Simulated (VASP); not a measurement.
# Hf3C2: single point with PBE

The system is Hf3C2.

```
CELL_PARAMETERS angstrom
3.33180 0.00000 0.00000
-1.66590 2.88543 0.00000
0.00000 0.00000 8.03771
ATOMIC_POSITIONS crystal
Hf 0.00000 0.00000 0.00000
Hf 0.33333 0.66667 0.68152
Hf 0.66667 0.33333 0.31848
C 0.33333 0.66667 0.17310
C 0.66667 0.33333 0.82690
```

This cell differs from its parent crystal: volume scaled by 1.03, then relaxed in part.

```json
{
  "Program": "VASP 6.6.1",
  "Task": "single point",
  "Functional": "PBE",
  "Potentials or basis": "VASP PAW PBE potentials, release 64 (Hf_pv, C)",
  "Cutoff": "520 eV",
  "k mesh": "12 × 12 × 6",
  "Occupations": "gaussian, width 0.1 eV",
  "Spin": "no spin polarisation"
}
```

- Pressure: -5.0 GPa
- Largest force: 0.064 eV/Å
- Band gap on the k mesh: zero (band 19 reaches 6.39 eV, above the bottom of band 20 at 5.29 eV)

Forces in eV/Å, atoms in the order of the input:
```
Hf   0.000  0.000  0.000
Hf   0.000  0.000  0.064
Hf   0.000  0.000 -0.064
C    0.000  0.000  0.007
C    0.000  0.000 -0.007
```

Levels at points of the mesh, in eV from the Fermi level:
```tsv
k point	band 17	band 18	band 19	band 20	band 21	band 22
(0.00, 0.00, 0.00)	-1.98	-1.98	0.91	0.91	1.29	3.05
(0.50, 0.00, 0.00)	-2.03	-1.96	-1.15	0.29	2.01	3.75
(0.00, 0.00, 0.50)	-1.86	-1.29	0.71	1.15	1.15	2.14
(0.50, 0.00, 0.50)	-1.83	-1.77	-1.23	0.10	1.39	3.31
```

It took 3 min on 1 thread of Intel(R) Xeon(R) Platinum 8375C CPU @ 2.90GHz (Ice Lake), with other jobs on the host, peak memory 0.31 GiB.

Caveat: spin-orbit coupling is left out, which moves the levels of the heavy elements.
